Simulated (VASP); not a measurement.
Write the native input for VASP 6.6.1 that does the following.

| Property | Result |
| --- | --- |
| Task | single point |
| Functional | PBE |
| Potentials or basis | VASP PAW PBE potentials, release 64 (Sr_sv, O, Cl, Mg) |
| Cutoff | 520 eV |
| k mesh | 7 × 7 × 2 |
| Occupations | methfessel-paxton, width 0.0735 eV |
| Spin | no spin polarisation |
| Dipole correction | no |
| Further INCAR settings | ALGO = Normal; EDIFF = 1e-06; NBANDS = 60 |

The structure of Sr2MgClO3 lies in POSCAR:

```
Sr2MgClO3
1.0
    3.9598697920      0.0000000000      0.0000000000
    0.0000000000      3.9598697920      0.0000000000
    0.0000000000      0.0000000000     14.8251473134
Sr O Cl Mg
4 6 2 2
Direct
    0.2500000000      0.2500000000      0.3440859667
    0.7500000000      0.7500000000      0.6559140333
    0.2500000000      0.2500000000      0.0932925462
    0.7500000000      0.7500000000      0.9067074538
    0.7500000000      0.2500000000      0.2313066834
    0.2500000000      0.7500000000      0.2313066834
    0.2500000000      0.7500000000      0.7686933166
    0.7500000000      0.2500000000      0.7686933166
    0.7500000000      0.7500000000      0.0707522745
    0.2500000000      0.2500000000      0.9292477255
    0.7500000000      0.7500000000      0.4228474847
    0.2500000000      0.2500000000      0.5771525153
    0.7500000000      0.7500000000      0.2067801758
    0.2500000000      0.2500000000      0.7932198242
```

One way to write it, as run:

INCAR

```
  PREC = Accurate
  ENCUT = 520
  EDIFF = 1E-6
  ISMEAR = 1
  SIGMA = 0.0735
  LREAL = F
  LASPH = T
  NELM = 100
  ALGO = Normal
  ISIF = 2
  LWAVE = F
  LCHARG = T
  GGA = PE
  LELF = T
  LVHAR = T
  NBANDS = 60
```

KPOINTS

```
regular mesh
0
Gamma
  7 7 2
```

Potentials or basis: VASP PAW PBE potentials, release 64 (Sr_sv, O, Cl, Mg).

Run with:

```console
$ cat potpaw_PBE.64/Sr_sv/POTCAR potpaw_PBE.64/O/POTCAR potpaw_PBE.64/Cl/POTCAR potpaw_PBE.64/Mg/POTCAR > POTCAR
$ mpirun -np 1 vasp_std > vasp.out
```

Results of the run:

```yaml
Pressure: 0.1 GPa
Largest_force: 0.049 eV/Å
Band_gap_on_the_k_mesh: zero (bands 47 and 48 overlap by 0.50 eV)
```

Run time: 14 min on 1 thread of Intel(R) Xeon(R) Platinum 8375C CPU @ 2.90GHz (Ice Lake), with other jobs on the host, peak memory 0.45 GiB.
